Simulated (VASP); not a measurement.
# Zn2C3 (R-3c) in VASP: single point with PBE

Aim: the single point of Zn2C3 with PBE.

All numbers are computed with VASP 6.6.1; they aren't measurements. Logs are shortened: lines on timing, memory, paths and dates and some standing lists are left out, and cuts for length are marked.

## 1. The cell of the first run

It takes space group R-3c (No. 167, trigonal). The conventional cell has a = 5.084 Å, b = 5.084 Å, c = 13.880 Å, α = 90.00°, β = 90.00°, γ = 120.00°. Zn (site symmetry 3) has 6 C at 1.98 to 2.11 Å within 2.6 Å. C (site symmetry 2) has 4 Zn at 1.98 to 2.11 Å and 12 C at 2.70 to 3.06 Å within 3.1 Å.

## 2. Single point, PBE

INCAR reads:

```
ALGO = Normal
EDIFF = 1E-6
ENCUT = 1300
GGA = PE
GGA_COMPAT = F
ISIF = 2
ISMEAR = 0
LASPH = T
LCHARG = F
LREAL = F
LWAVE = F
NBANDS = 47
NELM = 120
PREC = Accurate
SIGMA = 0.1
```

KPOINTS reads:

```
k-points
0
Gamma
  6 6 6
```

POSCAR reads:

```
Zn2C3
1.0
    2.5418599003      1.4675434977      4.6265667312
   -2.5418599003      1.4675434977      4.6265667312
    0.0000000000     -2.9350869954      4.6265667312
Zn C
4 6
Direct
    0.8521800000      0.8521800000      0.8521800000
    0.6478200000      0.6478200000      0.6478200000
    0.1478200000      0.1478200000      0.1478200000
    0.3521800000      0.3521800000      0.3521800000
    0.0562500000      0.4437500000      0.7500000000
    0.7500000000      0.0562500000      0.4437500000
    0.4437500000      0.7500000000      0.0562500000
    0.9437500000      0.5562500000      0.2500000000
    0.2500000000      0.9437500000      0.5562500000
    0.5562500000      0.2500000000      0.9437500000
```

Potentials or basis: VASP PAW PBE potentials, release 64 (Zn, C_h).

Launch:

```bash
cat potpaw_PBE.64/Zn/POTCAR potpaw_PBE.64/C_h/POTCAR > POTCAR
mpirun -np 1 vasp_std > vasp.out
```

OUTCAR:

```text
EDIFF = 1E-6
   ENCUT = 1300
   GGA = PE
   ISIF = 2
   ISMEAR = 0
   LASPH = T
   LREAL = F
   NELM = 120
   PREC = Accurate

 ion  position               nearest neighbor table
   1  0.852  0.852  0.852-  10 1.98   8 1.98   9 1.98   5 2.11   7 2.11   6 2.11   2 2.84   3 2.98
                             3 2.98   3 2.98
   2  0.648  0.648  0.648-   9 1.98   8 1.98  10 1.98   5 2.11   7 2.11   6 2.11   1 2.84   4 2.98
                             4 2.98   4 2.98
   3  0.148  0.148  0.148-   7 1.98   5 1.98   6 1.98   8 2.11   9 2.11  10 2.11   4 2.84   1 2.98
                             1 2.98   1 2.98
   4  0.352  0.352  0.352-   6 1.98   5 1.98   7 1.98   8 2.11   9 2.11  10 2.11   3 2.84   2 2.98
                             2 2.98   2 2.98
   5  0.056  0.444  0.750-   3 1.98   4 1.98   1 2.11   2 2.11
   6  0.750  0.056  0.444-   4 1.98   3 1.98   1 2.11   2 2.11
   7  0.444  0.750  0.056-   3 1.98   4 1.98   1 2.11   2 2.11
   8  0.944  0.556  0.250-   1 1.98   2 1.98   3 2.11   4 2.11
   9  0.250  0.944  0.556-   2 1.98   1 1.98   3 2.11   4 2.11
  10  0.556  0.250  0.944-   1 1.98   2 1.98   3 2.11   4 2.11

  LATTYP: Found a trigonal (rhomboedric) cell.
 ALAT       =     5.4790378160
 COS(alpha) =     0.5695481095

  Lattice vectors:

 A1 = (   2.5418599003,   1.4675434977,   4.6265667312)
 A2 = (  -2.5418599003,   1.4675434977,   4.6265667312)
 A3 = (   0.0000000000,  -2.9350869954,   4.6265667312)

Analysis of symmetry for initial positions (statically):
=====================================================================
 Subroutine PRICEL returns:
 Original cell was already a primitive cell.

 Routine SETGRP: Setting up the symmetry group for a
 trigonal (rhombohedral) supercell.

 Subroutine GETGRP returns: Found 12 space group operations
 (whereof  6 operations were pure point group operations)
 out of a pool of 12 trial point group operations.

The static configuration has the point symmetry S_6 .
 The point group associated with its full space group is D_3d.

Analysis of symmetry for dynamics (positions and initial velocities):
=====================================================================
 Subroutine PRICEL returns:
 Original cell was already a primitive cell.

 Routine SETGRP: Setting up the symmetry group for a
 trigonal (rhombohedral) supercell.

 Subroutine GETGRP returns: Found 12 space group operations
 (whereof  6 operations were pure point group operations)
 out of a pool of 12 trial point group operations.

The dynamic configuration has the point symmetry S_6 .
 The point group associated with its full space group is D_3d.

 Subroutine INISYM returns: Found 12 space group operations
 (whereof  6 operations are pure point group operations),
 and found     1 'primitive' translations

----------------------------------------------------------------------------------------

                                     Primitive cell

  volume of cell :     103.5506

  direct lattice vectors                    reciprocal lattice vectors
     2.541859900  1.467543498  4.626566731     0.196706357  0.113568468  0.072047666
    -2.541859900  1.467543498  4.626566731    -0.196706357  0.113568468  0.072047666
     0.000000000 -2.935086995  4.626566731     0.000000000 -0.227136936  0.072047666

  length of vectors
     5.479037816  5.479037816  5.479037816     0.238289852  0.238289852  0.238289852

  position of ions in fractional coordinates (direct lattice)
     0.852180000  0.852180000  0.852180000
     0.647820000  0.647820000  0.647820000
     0.147820000  0.147820000  0.147820000
     0.352180000  0.352180000  0.352180000
     0.056250000  0.443750000  0.750000000
     0.750000000  0.056250000  0.443750000
     0.443750000  0.750000000  0.056250000
     0.943750000  0.556250000  0.250000000
     0.250000000  0.943750000  0.556250000
     0.556250000  0.250000000  0.943750000

  ion indices of the primitive-cell ions
   primitive index   ion index
                 1           1
                 2           2
                 3           3
                 4           4
                 5           5
                 6           6
                 7           7
                 8           8
                 9           9
                10          10

----------------------------------------------------------------------------------------

 KPOINTS: k-points

Automatic generation of k-mesh.
 Grid dimensions read from file:
 generate k-points for:    6    6    6

 Generating k-lattice:

  Cartesian coordinates                     Fractional coordinates (reciprocal lattice)
     0.032784393  0.018928078  0.012007944     0.166666667 -0.000000000  0.000000000
    -0.032784393  0.018928078  0.012007944    -0.000000000  0.166666667  0.000000000
     0.000000000 -0.037856156  0.012007944     0.000000000  0.000000000  0.166666667

  Length of vectors
     0.039714975  0.039714975  0.039714975

  Shift w.r.t. Gamma in fractional coordinates (k-lattice)
     0.000000000  0.000000000  0.000000000

 Subroutine IBZKPT returns following result:
 ===========================================

 Found     32 irreducible k-points:

 Following reciprocal coordinates:
            Coordinates               Weight
  0.000000  0.000000  0.000000      1.000000
  0.166667 -0.000000  0.000000      6.000000
  0.333333 -0.000000  0.000000      6.000000
  0.500000  0.000000  0.000000      3.000000
  0.166667  0.166667  0.000000      6.000000
  0.333333  0.166667  0.000000     12.000000
[... 16 lines left out ...]
  0.500000  0.500000  0.166667      6.000000
 -0.333333  0.500000  0.166667     12.000000
 [... further k-points ...]
   k-points           NKPTS =     32   k-points in BZ     NKDIM =     32   number of bands    NBANDS=     47
   number of dos      NEDOS =    301   number of ions     NIONS =     10
   total plane-waves  NPLWV = 262144
   dimension x,y,z NGX =    64 NGY =   64 NGZ =   64
   dimension x,y,z NGXF=   128 NGYF=  128 NGZF=  128
   ions per type =               4   6
   NGX,Y,Z   is equivalent  to a cutoff of  19.42, 19.42, 19.42 a.u.
   NGXF,Y,Z  is equivalent  to a cutoff of  38.84, 38.84, 38.84 a.u.
 SYSTEM =  unknown system
   PREC   = accura    normal or accurate (medium, high low for compatibility)
   ISTART =      0    job   : 0-new  1-cont  2-samecut
   ICHARG =      2    charge: 1-file 2-atom 10-const
   ISPIN  =      1    spin polarized calculation?
   LNONCOLLINEAR =      F non collinear calculations
   LSORBIT =      F    spin-orbit coupling
   LASPH  =      T    aspherical Exc in radial PAW
   ENCUT  = 1300.0 eV  95.55 Ry    9.77 a.u.  16.11 16.11 16.11*2*pi/ulx,y,z
   NELM   =    120;   NELMIN=  2; NELMDL= -5     # of ELM steps
   EDIFF  = 0.1E-05   stopping-criterion for ELM
   LREAL  =      F    real-space projection
[... 7 lines left out ...]
   TEBEG  =    0.0;   TEEND  =   0.0 temperature during run
   PSTRESS=    0.0 pullay stress
   NELECT =      72.0000    total number of electrons
   NUPDOWN=      -1.0000    fix difference up-down
   EMIN   =  10.00;   EMAX   =-10.00  energy-range for DOS
   EFERMI =   0.00;   METHOD = LEGACY
   ISMEAR =     0;   SIGMA  =   0.10  broadening in eV -4-tet -1-fermi 0-gaus
   EFERMI_NEDOS =   21; number of points for ismear=-14 and -15
   IALGO  =     38    algorithm
   IMIX   =      4    mixing-type and parameters
     AMIX     =   0.40;   BMIX     =  1.00
     AMIX_MAG =   1.60;   BMIX_MAG =  1.00
  volume/ion in A,a.u.               =      10.36        69.88
  Fermi-wavevector in a.u.,A,eV,Ry     =   1.450334  2.740734 28.619439  2.103469
  Thomas-Fermi vector in A             =   2.567958
   LORBIT       =      0    0 simple, 1 ext, 2 COOP (PROOUT), +10 PAW based schemes
   GGA     = PE    functional components
   LHFCALC =     F    Hartree Fock is set to
   AEXX    =    0.0000 exact exchange contribution
   IVDW    =     0    specifies the selected vdW correction
   LEPSILON=     F    determine dielectric tensor
   LRPA    =     F    only Hartree local field effects (RPA)
 non-spin polarized calculation
 Gauss-broadening in eV      SIGMA  =   0.10
  energy-cutoff  :     1300.00
  volume of cell :      103.55
 maximum number of plane-waves:     11050
   NGX = 33   NGY = 33   NGZ = 33

 number of electron      72.0000002 magnetization

 Free energy of the ion-electron system (eV)
  ---------------------------------------------------
  ext. energy  EPLUGINS =         0.00000000
  ---------------------------------------------------
  free energy    TOTEN  =       -35.36685187 eV

  energy without entropy =      -35.34016841  energy(sigma->0) =      -35.35351014

 E-fermi :   4.2214     XC(G=0): -11.8615

 val. band max:        4.2007645696   @ k =  -0.3333   0.3333   0.0000
 cond. band min:       4.2285356534   @ k =   0.3333  -0.0000   0.0000
 fundamental gap:      0.0277710838
 Fermi energy:         4.2213643379

 k-point     1 :       0.0000    0.0000    0.0000
  band No.  band energies     occupation
      1     -10.2119      2.00000
      2      -6.3647      2.00000
      3      -6.3647      2.00000
      4      -6.3181      2.00000
      5      -6.0740      2.00000
      6      -6.0740      2.00000
[... 39 lines left out ...]
     46      13.3625      0.00000
     47      14.3744      0.00000

 k-point     2 :       0.1667   -0.0000    0.0000
  band No.  band energies     occupation
      1     -10.0232      2.00000
      2      -6.6526      2.00000
      3      -6.3799      2.00000
      4      -6.3672      2.00000
      5      -6.1941      2.00000
      6      -6.1346      2.00000
[... 1092 lines left out ...]
 k-point    24 :      -0.3333    0.5000    0.1667
  band No.  band energies     occupation
      1      -8.4416      2.00000
      2      -7.8580      2.00000
      3      -7.3611      2.00000
      4      -6.9900      2.00000
      5      -6.3066      2.00000
      6      -6.2404      2.00000
[... 39 lines left out ...]
     46      13.1548      0.00000
     47      13.7832      0.00000

 [... further k-points ...]

------------------------ aborting loop because EDIFF is reached ----------------------------------------

  FORCE on cell =-STRESS in cart. coord.  units (eV):
  Direction    XX          YY          ZZ          XY          YZ          ZX
  --------------------------------------------------------------------------------------
  -------------------------------------------------------------------------------------
  Total       12.5356342     12.5356342      4.6360131      0.0000000      0.0000000      0.0000000
  in kB      193.9564473    193.9564473     71.7302866      0.0000000      0.0000000      0.0000000
  external PRESSURE =     153.2143937 kB  Pullay stress =       0.0000000 kB

 VOLUME and BASIS-vectors are now :
 -----------------------------------------------------------------------------
  energy-cutoff  :     1300.00
  volume of cell :      103.55
      direct lattice vectors                 reciprocal lattice vectors
     2.541859900  1.467543498  4.626566731     0.196706357  0.113568468  0.072047666
    -2.541859900  1.467543498  4.626566731    -0.196706357  0.113568468  0.072047666
     0.000000000 -2.935086995  4.626566731     0.000000000 -0.227136936  0.072047666

 POSITION                                       TOTAL-FORCE (eV/Angst)
 -----------------------------------------------------------------------------------
      0.00000      0.00000     11.82800         0.000000     -0.000000      0.058892
      0.00000      0.00000      8.99155         0.000000     -0.000000     -0.058892
      0.00000      0.00000      2.05170         0.000000     -0.000000     -0.058892
      0.00000      0.00000      4.88815         0.000000     -0.000000      0.058892
     -0.98497     -1.46754      5.78321         0.065057     -0.000000      0.000000
      1.76342     -0.11924      5.78321        -0.032528      0.056341      0.000000
     -0.77844      1.58678      5.78321        -0.032528     -0.056341      0.000000
      0.98497      1.46754      8.09649        -0.065057     -0.000000      0.000000
     -1.76342      0.11924      8.09649         0.032528     -0.056341      0.000000
      0.77844     -1.58678      8.09649         0.032528      0.056341      0.000000
 -----------------------------------------------------------------------------------
    total drift:                               -0.000000     -0.000000      0.000000

  FREE ENERGIE OF THE ION-ELECTRON SYSTEM (eV)
  ---------------------------------------------------
  free  energy   TOTEN  =       -35.3668518738 eV

  energy  without entropy=      -35.3401684056  energy(sigma->0) =      -35.35351014
```

It took 8.3 min on 1 thread of Intel Xeon Platinum 8488C (Sapphire Rapids), shared host; peak memory 0.81 GiB.

Results:

```
Free energy            : -35.3669 eV
Pressure               : 15.3 GPa
Largest force          : 0.065 eV/Å
Band gap on the k mesh : zero (bands 36 and 37 overlap by 2.16 eV)
```

Forces in eV/Å, atoms in the order of the input:
```
Zn   0.000  0.000  0.059
Zn   0.000  0.000 -0.059
Zn   0.000  0.000 -0.059
Zn   0.000  0.000  0.059
C    0.065  0.000  0.000
C   -0.033  0.056  0.000
C   -0.033 -0.056  0.000
C   -0.065  0.000  0.000
C    0.033 -0.056  0.000
C    0.033  0.056  0.000
```

Caveat: the stress differs along the axes, from 7 to 19 GPa.

The gap in the log of VASP goes by the Fermi energy; the results here count the filled bands.